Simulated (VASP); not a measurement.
# RbAl: single point with PBE

The system is RbAl.

```
Rb Al
1.0
     4.15429    0.00000    0.00000
     0.00000    4.15429    0.00000
     0.00000    0.00000    3.58873
Rb Al
1 1
Direct
  0.50000 0.50000 0.50000
  0.00000 0.00000 0.50000
```

| Quantity | Value |
| --- | --- |
| Program | VASP 6.6.1 |
| Task | single point |
| Functional | PBE |
| Potentials or basis | VASP PAW PBE potentials, release 64 (Rb_sv, Al) |
| Cutoff | 520 eV |
| k mesh | 4 × 4 × 6 |
| Occupations | gaussian, width 0.1 eV |
| Spin | no spin polarisation |
| Dipole correction | no |
| Further INCAR settings | ALGO = Fast; EDIFF = 1e-06; NBANDS = 13 |

```yaml
Pressure: 9.8 GPa
Band_gap_on_the_k_mesh: zero (band 6 reaches 4.16 eV, above the bottom of band 7 at 2.41 eV)
```

Stress tensor (GPa, compression positive):
```
15.83  0.00  0.00
 0.00 15.83  0.00
 0.00  0.00 -2.14
```

Levels at points of the mesh, in eV from the Fermi level:
| k point | band 4 | band 5 | band 6 | band 7 | band 8 | band 9 |
| --- | --- | --- | --- | --- | --- | --- |
| (0.00, 0.00, 0.00) | -11.67 | -5.98 | 1.03 | 2.28 | 2.68 | 2.68 |
| (0.50, 0.00, 0.00) | -11.64 | -3.94 | -1.98 | 0.61 | 3.05 | 3.81 |
| (0.50, 0.50, 0.00) | -11.61 | -4.87 | 0.55 | 0.55 | 2.91 | 5.42 |
| (0.00, 0.00, 0.50) | -12.09 | -4.29 | -1.34 | 2.14 | 3.84 | 3.84 |
| (0.50, 0.00, 0.50) | -12.03 | -2.19 | -1.67 | -0.50 | 1.51 | 3.00 |
| (0.50, 0.50, 0.50) | -12.45 | -3.37 | -0.15 | 1.06 | 1.06 | 2.22 |

Wall time 8.4 s on 1 thread of Intel(R) Xeon(R) 6975P-C (Granite Rapids), on a shared host, peak memory 0.17 GiB.

Caveat: the k points lie up to 0.38 Å⁻¹ apart.
